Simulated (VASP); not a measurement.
# SiW12 in VASP: a series of runs

Runs on SiW12. Level: PBE+D3(BJ). Tasks: single point.

All numbers are computed with VASP 6.6.1; they aren't measurements. Logs are shortened: lines on timing, memory, paths and dates and some standing lists are left out, and cuts for length are marked.

## 1. The cell of the first run

The cell holds a slab with vacuum, 13 atoms: a = 5.664 Å, b = 5.664 Å, c = 21.150 Å, α = 90.00°, β = 90.00°, γ = 90.00°.

## 2. Single point, PBE+D3(BJ)

INCAR

```
SYSTEM = SiW12
PREC     = Accurate       ! precision mode
ENCUT    = 520            ! plane-wave cutoff, eV
EDIFF    = 1E-6           ! SCF threshold, eV
ISMEAR   = 0              ! smearing method
SIGMA    = 0.1            ! smearing width, eV
LREAL    = .False.        ! projectors in reciprocal space
LASPH    = .True.         ! aspherical terms in the spheres
NELM     = 100            ! most SCF steps
ALGO     = Normal         ! electronic algorithm
ISIF     = 2              ! what is computed and relaxed
LWAVE    = .False.        ! write WAVECAR
LCHARG   = .False.        ! write CHGCAR
LDIPOL   = .True.       
IDIPOL   = 3            
DIPOL    = 0.5 0.5 0.300
GGA      = PE             ! functional
IVDW     = 12             ! dispersion correction
NBANDS   = 98             ! bands
```

KPOINTS

```
regular mesh
0
Gamma
  5 5 1
  0 0 0
```

POSCAR

```
SiW12
1.0
    5.6644156868      0.0000000000      0.0000000000
    0.0000000000      5.6644156868      0.0000000000
    0.0000000000      0.0000000000     21.1500668291
W Si
12 1
Direct
    0.2500000000      0.2500000000      0.1891246979
    0.2500000000      0.7500000000      0.1891246979
    0.7500000000      0.2500000000      0.1891246979
    0.7500000000      0.7500000000      0.1891246979
    0.0000000000      0.0000000000      0.2848852803
    0.0000000000      0.5000000000      0.2848852803
    0.5000000000      0.0000000000      0.2848852803
    0.5000000000      0.5000000000      0.2848852803
    0.2500000000      0.2500000000      0.3806166143
    0.2500000000      0.7500000000      0.3806166143
    0.7500000000      0.2500000000      0.3806166143
    0.7500000000      0.7500000000      0.3806166143
    0.2500000000      0.3333333333      0.4846351982
```

Potentials or basis: VASP PAW PBE potentials, release 64 (W_sv, Si).

The run is started by

```console
$ cat potpaw_PBE.64/W_sv/POTCAR potpaw_PBE.64/Si/POTCAR > POTCAR
$ mpirun -np 1 vasp_std > vasp.out
```

OUTCAR:

```text
SYSTEM = SiW12
   PREC = Accurate
   ENCUT = 520
   EDIFF = 1E-6
   ISMEAR = 0
   LREAL = .False.
   LASPH = .True.
   NELM = 100
   ISIF = 2
   GGA = PE
   IVDW = 12
 IVDW          = 12

 ion  position               nearest neighbor table
   1  0.250  0.250  0.189-   2 2.83   3 2.83   2 2.83   3 2.83   7 2.85   8 2.85   5 2.85   6 2.85

   2  0.250  0.750  0.189-   1 2.83   4 2.83   1 2.83   4 2.83   7 2.85   8 2.85   5 2.85   6 2.85

   3  0.750  0.250  0.189-   1 2.83   4 2.83   4 2.83   1 2.83   7 2.85   8 2.85   5 2.85   6 2.85
[... 4 lines left out ...]
                             1 2.85   2 2.85   3 2.85   4 2.85
   6  0.000  0.500  0.285-   5 2.83   8 2.83   5 2.83   8 2.83  11 2.85  12 2.85   9 2.85  10 2.85
                             1 2.85   2 2.85   3 2.85   4 2.85
   7  0.500  0.000  0.285-   5 2.83   8 2.83   8 2.83   5 2.83  11 2.85  12 2.85   9 2.85  10 2.85
                             1 2.85   2 2.85   3 2.85   4 2.85
   8  0.500  0.500  0.285-   6 2.83   7 2.83   7 2.83   6 2.83  11 2.85  12 2.85   9 2.85  10 2.85
                             1 2.85   2 2.85   3 2.85   4 2.85
   9  0.250  0.250  0.381-  13 2.25  11 2.83  10 2.83  10 2.83  11 2.83   6 2.85   7 2.85   8 2.85
                             5 2.85
  10  0.250  0.750  0.381-   9 2.83  12 2.83   9 2.83  12 2.83   5 2.85   6 2.85   7 2.85   8 2.85
                            13 3.23
  11  0.750  0.250  0.381-   9 2.83  12 2.83  12 2.83   9 2.83   5 2.85   6 2.85   7 2.85   8 2.85

  12  0.750  0.750  0.381-  10 2.83  11 2.83  11 2.83  10 2.83   5 2.85   6 2.85   7 2.85   8 2.85

  13  0.250  0.333  0.485-   9 2.25  10 3.23

  LATTYP: Found a simple tetragonal cell.
 ALAT       =     5.6644156868
 C/A-ratio  =     3.7338479375

  Lattice vectors:

 A1 = (   5.6644156868,   0.0000000000,   0.0000000000)
 A2 = (   0.0000000000,   5.6644156868,   0.0000000000)
 A3 = (   0.0000000000,   0.0000000000,  21.1500668291)

Analysis of symmetry for initial positions (statically):
=====================================================================
 Subroutine PRICEL returns:
 Original cell was already a primitive cell.

 Routine SETGRP: Setting up the symmetry group for a
 simple tetragonal supercell.

 Subroutine GETGRP returns: Found  2 space group operations
 (whereof  1 operations were pure point group operations)
 out of a pool of 16 trial point group operations.

The static configuration has the point symmetry C_1 .
 The point group associated with its full space group is C_1h.

Analysis of symmetry for dynamics (positions and initial velocities):
=====================================================================
 Subroutine PRICEL returns:
 Original cell was already a primitive cell.

 Routine SETGRP: Setting up the symmetry group for a
 simple tetragonal supercell.

 Subroutine GETGRP returns: Found  2 space group operations
 (whereof  1 operations were pure point group operations)
 out of a pool of 16 trial point group operations.

The dynamic configuration has the point symmetry C_1 .
 The point group associated with its full space group is C_1h.

 Subroutine INISYM returns: Found  2 space group operations
 (whereof  1 operations are pure point group operations),
 and found     1 'primitive' translations

----------------------------------------------------------------------------------------

                                     Primitive cell

  volume of cell :     678.6127

  direct lattice vectors                    reciprocal lattice vectors
     5.664415687  0.000000000  0.000000000     0.176540716  0.000000000  0.000000000
     0.000000000  5.664415687  0.000000000     0.000000000  0.176540716  0.000000000
     0.000000000  0.000000000 21.150066829     0.000000000  0.000000000  0.047281174

  length of vectors
     5.664415687  5.664415687 21.150066829     0.176540716  0.176540716  0.047281174

  position of ions in fractional coordinates (direct lattice)
     0.250000000  0.250000000  0.189124698
     0.250000000  0.750000000  0.189124698
     0.750000000  0.250000000  0.189124698
     0.750000000  0.750000000  0.189124698
     0.000000000  0.000000000  0.284885280
     0.000000000  0.500000000  0.284885280
     0.500000000  0.000000000  0.284885280
     0.500000000  0.500000000  0.284885280
     0.250000000  0.250000000  0.380616614
     0.250000000  0.750000000  0.380616614
     0.750000000  0.250000000  0.380616614
     0.750000000  0.750000000  0.380616614
     0.250000000  0.333333333  0.484635198
[... 40 lines left out ...]

 Found      9 irreducible k-points:

 Following reciprocal coordinates:
            Coordinates               Weight
  0.000000  0.000000  0.000000      1.000000
  0.200000  0.000000  0.000000      2.000000
  0.000000  0.200000  0.000000      2.000000
  0.400000  0.000000  0.000000      2.000000
  0.000000  0.400000  0.000000      2.000000
  0.200000  0.200000  0.000000      4.000000
  0.400000  0.200000  0.000000      4.000000
 -0.200000  0.400000  0.000000      4.000000
  0.400000  0.400000  0.000000      4.000000
   k-points           NKPTS =      9   k-points in BZ     NKDIM =      9   number of bands    NBANDS=     98
   number of dos      NEDOS =    301   number of ions     NIONS =     13
   total plane-waves  NPLWV = 282240
   dimension x,y,z NGX =    42 NGY =   42 NGZ =  160
   dimension x,y,z NGXF=    84 NGYF=   84 NGZF=  320
   ions per type =              12   1
   NGX,Y,Z   is equivalent  to a cutoff of  12.33, 12.33, 12.58 a.u.
   NGXF,Y,Z  is equivalent  to a cutoff of  24.65, 24.65, 25.15 a.u.
 SYSTEM =  SiW12
   PREC   = accura    normal or accurate (medium, high low for compatibility)
   ISTART =      0    job   : 0-new  1-cont  2-samecut
   ICHARG =      2    charge: 1-file 2-atom 10-const
   ISPIN  =      1    spin polarized calculation?
   LNONCOLLINEAR =      F non collinear calculations
   LSORBIT =      F    spin-orbit coupling
   LASPH  =      T    aspherical Exc in radial PAW
   ENCUT  =  520.0 eV  38.22 Ry    6.18 a.u.  10.53 10.53 39.33*2*pi/ulx,y,z
   NELM   =    100;   NELMIN=  2; NELMDL= -5     # of ELM steps
   EDIFF  = 0.1E-05   stopping-criterion for ELM
   LREAL  =      F    real-space projection
   EDIFFG = 0.1E-04   stopping-criterion for IOM
   NSW    =      0    number of steps for IOM
   IBRION =     -1    ionic relax: 0-MD 1-quasi-New 2-CG
   NFREE  =      0    steps in history (QN), initial steepest desc. (CG)
   ISIF   =      2    stress and relaxation
   ISYM   =      2    0-nonsym 1-usesym 2-fastsym
   POTIM  = 0.5000    time-step for ionic-motion
   TEBEG  =    0.0;   TEEND  =   0.0 temperature during run
   PSTRESS=    0.0 pullay stress
   NELECT =     172.0000    total number of electrons
   NUPDOWN=      -1.0000    fix difference up-down
   EMIN   =  10.00;   EMAX   =-10.00  energy-range for DOS
   EFERMI =   0.00;   METHOD = LEGACY
   ISMEAR =     0;   SIGMA  =   0.10  broadening in eV -4-tet -1-fermi 0-gaus
   EFERMI_NEDOS =   21; number of points for ismear=-14 and -15
   IALGO  =     38    algorithm
   IMIX   =      4    mixing-type and parameters
     AMIX     =   0.40;   BMIX     =  1.00
     AMIX_MAG =   1.60;   BMIX_MAG =  1.00
  volume/ion in A,a.u.               =      52.20       352.27
  Fermi-wavevector in a.u.,A,eV,Ry     =   1.036041  1.957834 14.604238  1.073381
  Thomas-Fermi vector in A             =   2.170413
   LORBIT       =      0    0 simple, 1 ext, 2 COOP (PROOUT), +10 PAW based schemes
   GGA     = PE    functional components
   LHFCALC =     F    Hartree Fock is set to
   AEXX    =    0.0000 exact exchange contribution
   IVDW    =    12    specifies the selected vdW correction
   LEPSILON=     F    determine dielectric tensor
   LRPA    =     F    only Hartree local field effects (RPA)
 non-spin polarized calculation
 Gauss-broadening in eV      SIGMA  =   0.10
  energy-cutoff  :      520.00
  volume of cell :      678.61
 maximum number of plane-waves:     18347
 NGX is ok and might be reduce to    42
   NGX = 21   NGY = 21   NGZ = 79

 dipolmoment           0.000000      0.000000     -0.007452 electrons x Angstroem

 number of electron     171.9999987 magnetization

 dipolmoment           0.000000      0.000000      0.052326 electrons x Angstroem

 Free energy of the ion-electron system (eV)
  ---------------------------------------------------
  ext. energy  EPLUGINS =         0.00000000
  ---------------------------------------------------
  free energy    TOTEN  =      -141.47385462 eV

  energy without entropy =     -141.36328299  energy(sigma->0) =     -141.41856880

 E-fermi :   0.1267     XC(G=0):  -5.3063

 val. band max:        0.1151355391   @ k =   0.2000   0.2000   0.0000
 cond. band min:       0.1284159572   @ k =   0.0000   0.2000   0.0000
 fundamental gap:      0.0132804182
 Fermi energy:         0.1266880635

 k-point     1 :       0.0000    0.0000    0.0000
  band No.  band energies     occupation
      1     -73.8094      2.00000
      2     -73.7809      2.00000
      3     -73.7647      2.00000
      4     -73.7313      2.00000
      5     -73.7122      2.00000
      6     -73.7057      2.00000
[... 898 lines left out ...]
     97       1.0777      0.00000
     98       1.3117      0.00000

------------------------ aborting loop because EDIFF is reached ----------------------------------------

 vacuum level on the upper side and lower side of the slab       (xc-potential included)         0.005        -0.288

 Edisp (eV)   -5.24521

 E8    (eV) :    -2.7782

  FORCE on cell =-STRESS in cart. coord.  units (eV):
  Direction    XX          YY          ZZ          XY          YZ          ZX
  --------------------------------------------------------------------------------------
  -------------------------------------------------------------------------------------
  Total     -34.70831   -33.82158     3.97707     0.00000     1.42613     0.00000
  in kB     -81.94493   -79.85139     9.38969     0.00000     3.36703     0.00000
  external pressure =      -50.80 kB  Pullay stress =        0.00 kB

 VOLUME and BASIS-vectors are now :
 -----------------------------------------------------------------------------
  energy-cutoff  :      520.00
  volume of cell :      678.61
      direct lattice vectors                 reciprocal lattice vectors
     5.664415687  0.000000000  0.000000000     0.176540716  0.000000000  0.000000000
     0.000000000  5.664415687  0.000000000     0.000000000  0.176540716  0.000000000
     0.000000000  0.000000000 21.150066829     0.000000000  0.000000000  0.047281174

 POSITION                                       TOTAL-FORCE (eV/Angst)
 -----------------------------------------------------------------------------------
      1.41610      1.41610      4.00000         0.000000     -0.067530      0.257759
      1.41610      4.24831      4.00000         0.000000      0.048092      0.034980
      4.24831      1.41610      4.00000         0.000000      0.088920      0.008908
      4.24831      4.24831      4.00000         0.000000     -0.057376     -0.020907
      0.00000      0.00000      6.02534        -0.176143     -0.212662     -0.201885
      0.00000      2.83221      6.02534        -0.332863      0.272076     -0.296933
      2.83221      0.00000      6.02534         0.176143     -0.212662     -0.201885
      2.83221      2.83221      6.02534         0.332863      0.272076     -0.296933
      1.41610      1.41610      8.05007         0.000000     -0.550160     -1.619334
      1.41610      4.24831      8.05007         0.000000     -0.331234      0.451925
      4.24831      1.41610      8.05007         0.000000      0.094510      0.338134
      4.24831      4.24831      8.05007         0.000000     -0.123692      0.049923
      1.41610      1.88814     10.25007         0.000000      0.779644      1.496248
 -----------------------------------------------------------------------------------
    total drift:                                0.000000     -0.000134     -0.000418

  FREE ENERGIE OF THE ION-ELECTRON SYSTEM (eV)
  ---------------------------------------------------
  free  energy   TOTEN  =      -146.7190603271 eV

  energy  without entropy=     -146.6084886915  energy(sigma->0) =     -146.66377451

 vacuum level on the upper side and lower side of the slab         4.963         4.671
```

Wall time 24 min (1 thread of Intel Xeon 6975P-C (Granite Rapids), shared host); peak memory 0.81 GiB.

Results:

- Free energy: -146.7191 eV
- Largest force: 1.710 eV/Å
- Band gap on the k mesh: zero (band 86 reaches 0.27 eV, above the bottom of band 87 at -0.05 eV)
- Dispersion energy per atom: -0.403 eV

Forces on the atoms (eV/Å):
```
W    0.000 -0.068  0.258
W    0.000  0.048  0.035
W    0.000  0.089  0.009
W    0.000 -0.057 -0.021
W   -0.176 -0.213 -0.202
W   -0.333  0.272 -0.297
W    0.176 -0.213 -0.202
W    0.333  0.272 -0.297
W    0.000 -0.550 -1.619
W    0.000 -0.331  0.452
W    0.000  0.095  0.338
W    0.000 -0.124  0.050
Si   0.000  0.780  1.496
```

Caveat: spin-orbit coupling is left out, which moves the levels of the heavy elements.

## 3. Single point, PBE+D3(BJ)

INCAR

```
PREC = Accurate ; ENCUT = 520
EDIFF = 1E-6 ; ISMEAR = 0
SIGMA = 0.1 ; LREAL = F
LASPH = T ; NELM = 60
ALGO = Normal ; ISIF = 2
LWAVE = F ; LCHARG = F
LDIPOL = T ; IDIPOL = 3
DIPOL = 0.5 0.5 0.300 ; GGA = PE
IVDW = 12 ; NBANDS = 98
```

KPOINTS

```
Automatic mesh
0
Gamma
  5 5 1
```

Changes to POSCAR since step 2:

```diff
@@ -20,2 +20,2 @@
     0.7500000000      0.7500000000      0.3806166143
-    0.2500000000      0.3333333333      0.4846351982
+    0.2500000000      0.4166666667      0.4846351982
```

Potentials or basis: VASP PAW PBE potentials, release 64 (W_sv, Si).

The run is started by

```console
$ cat potpaw_PBE.64/W_sv/POTCAR potpaw_PBE.64/Si/POTCAR > POTCAR
$ mpirun -np 1 vasp_std > vasp.out
```

Run time: 28 min. Hardware: 1 thread of Intel Xeon Platinum 8559C (Emerald Rapids), shared host; peak memory 0.82 GiB.

Results (log left out):

```
Free energy                : -147.1224 eV
Largest force              : 1.050 eV/Å
Band gap on the k mesh     : zero (band 86 reaches 0.24 eV, above the bottom of band 87 at -0.08 eV)
Dispersion energy per atom : -0.402 eV
```

Forces in eV/Å, atoms in the order of the input:
```
W    0.000 -0.119  0.179
W    0.000  0.103  0.046
W    0.000  0.093 -0.053
W    0.000 -0.067 -0.067
W   -0.129 -0.130 -0.242
W   -0.320  0.181 -0.306
W    0.129 -0.130 -0.242
W    0.320  0.181 -0.306
W    0.000 -0.429  0.162
W    0.000 -0.414  0.933
W    0.000  0.165  0.383
W    0.000 -0.217  0.213
Si   0.000  0.781 -0.702
```

Levels at points of the mesh, in eV from the Fermi level:
| k point | band 82 | band 83 | band 84 | band 85 | band 86 | band 87 | band 88 | band 89 | band 90 | band 91 |
| --- | --- | --- | --- | --- | --- | --- | --- | --- | --- | --- |
| (0.00, 0.00, 0.00) | -0.22 | -0.15 | -0.14 | -0.04 | -0.02 | 0.10 | 0.54 | 0.61 | 1.04 | 1.06 |

Caveat: spin-orbit coupling is left out, which moves the levels of the heavy elements.

## 4. Single point, PBE+D3(BJ)

INCAR

```
PREC = Accurate
ENCUT = 520
EDIFF = 1E-6
ISMEAR = 0
SIGMA = 0.1
LREAL = F
LASPH = T
NELM = 80
ALGO = Normal
ISIF = 2
LWAVE = F
LCHARG = T
LDIPOL = T
IDIPOL = 3
DIPOL = 0.5 0.5 0.300
GGA = PE
IVDW = 12
LELF = T
LVHAR = T
LVACPOTAV = T
NBANDS = 98
```

KPOINTS

```
regular mesh
0
Gamma
  5 5 1
```

Changes to POSCAR since step 3:

```diff
@@ -20,2 +20,2 @@
     0.7500000000      0.7500000000      0.3806166143
-    0.2500000000      0.4166666667      0.4846351982
+    0.4166666667      0.5000000000      0.4846351982
```

The run is started by

```console
$ cat potpaw_PBE.64/W_sv/POTCAR potpaw_PBE.64/Si/POTCAR > POTCAR
$ mpirun -np 1 vasp_std > vasp.out
```

It took 21 min on 1 thread of Intel Xeon 6975P-C (Granite Rapids), shared host; peak memory 0.82 GiB.

Results (log left out):

```
Free energy                : -147.4937 eV
Largest force              : 2.691 eV/Å
Band gap on the k mesh     : zero (band 86 reaches 0.18 eV, above the bottom of band 87 at -0.12 eV)
Dispersion energy per atom : -0.402 eV
```

Forces on the atoms (eV/Å):
```
W    0.019 -0.036  0.040
W    0.019  0.036  0.040
W   -0.002  0.040 -0.021
W   -0.002 -0.040 -0.021
W    0.131  0.000 -0.173
W   -0.311  0.000 -0.303
W    0.198  0.000 -0.294
W    0.012  0.000 -0.281
W    0.086  0.179  1.142
W    0.086 -0.179  1.142
W   -0.251  0.230  0.703
W   -0.251 -0.230  0.703
Si   0.268  0.000 -2.677
```

Levels at points of the mesh, in eV from the Fermi level:
```tsv
k point	band 83	band 84	band 85	band 86	band 87	band 88	band 89	band 90
(0.00, 0.00, 0.00)	-0.16	-0.08	-0.06	-0.02	0.11	0.31	0.57	0.89
```

Caveat: spin-orbit coupling is left out, which moves the levels of the heavy elements.
